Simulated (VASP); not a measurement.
CdSe, 2 atoms in the cell. Symmetry: F-43m, No. 216, cubic system. The conventional cell has a = 6.181 Å, b = 6.181 Å, c = 6.181 Å, α = 90.00°, β = 90.00°, γ = 90.00°. Cd (site symmetry -43m) has 4 Se at 2.68 Å within 3.5 Å. Se (site symmetry -43m) has 4 Cd at 2.68 Å within 3.5 Å. 

```yaml
Program: VASP 6.6.1
Task: single point
Functional: r2SCAN50
Potentials_or_basis: VASP PAW PBE potentials, release 64 (Cd, Se)
Cutoff: 520 eV
k_mesh: 4 × 4 × 4
Occupations: fermi-dirac, width 0.05 eV
Spin: no spin polarisation
Dipole_correction: no
Grid_for_exact_exchange_PRECFOCK: Normal
Further_INCAR_settings: ALGO = Normal; EDIFF = 1e-07; NBANDS = 16
Share_of_exact_exchange: 0.5
```

Potentials or basis: VASP PAW PBE potentials, release 64 (Cd, Se).

The run is started by

```sh
$ cat potpaw_PBE.64/Cd/POTCAR potpaw_PBE.64/Se/POTCAR > POTCAR
$ cp INCAR.step1 INCAR
$ mpirun -np 1 vasp_std > vasp.out
$ cp INCAR.step2 INCAR
$ mpirun -np 1 vasp_std > vasp.out
```

Hardware: 1 thread of Intel(R) Xeon(R) 6975P-C (Granite Rapids) (shared host).

Q: Estimate the wall time of this run.

A: Wall time 9.2 min on 1 thread of Intel(R) Xeon(R) 6975P-C (Granite Rapids), on a shared host, peak memory 0.23 GiB. Counts: k points 8.
